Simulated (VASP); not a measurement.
BeS, 2 atoms in the cell. It takes space group F-43m (No. 216, cubic). Conventional cell: a = 4.915 Å, b = 4.915 Å, c = 4.915 Å, α = 90.00°, β = 90.00°, γ = 90.00°. Within 2.8 Å of Be (site symmetry -43m) lie 4 S at 2.13 Å. Within 2.8 Å of S (site symmetry -43m) lie 4 Be at 2.13 Å. 

* Program: VASP 6.6.1
* Task: single point
* Functional: PBE
* Potentials or basis: VASP PAW PBE potentials, release 64 (Be, S)
* Cutoff: 600 eV
* k mesh: 4 × 4 × 4
* Occupations: gaussian, width 0.01 eV
* Spin: no spin polarisation
* Dipole correction: no
* Further INCAR settings: ALGO = Normal; EDIFF = 1e-06; NBANDS = 11

Potentials or basis: VASP PAW PBE potentials, release 64 (Be, S).

Launch:

```console
$ cat potpaw_PBE.64/Be/POTCAR potpaw_PBE.64/S/POTCAR > POTCAR
$ mpirun -np 1 vasp_std > vasp.out
```

Hardware: 1 thread of Intel Xeon 8259CL (shared host).

Q: Estimate the wall time of this run.

A: It took 5.1 s on 1 thread of Intel Xeon 8259CL, with other jobs on the host, peak memory 0.15 GiB. Counts: scf iterations 12, k points 8.
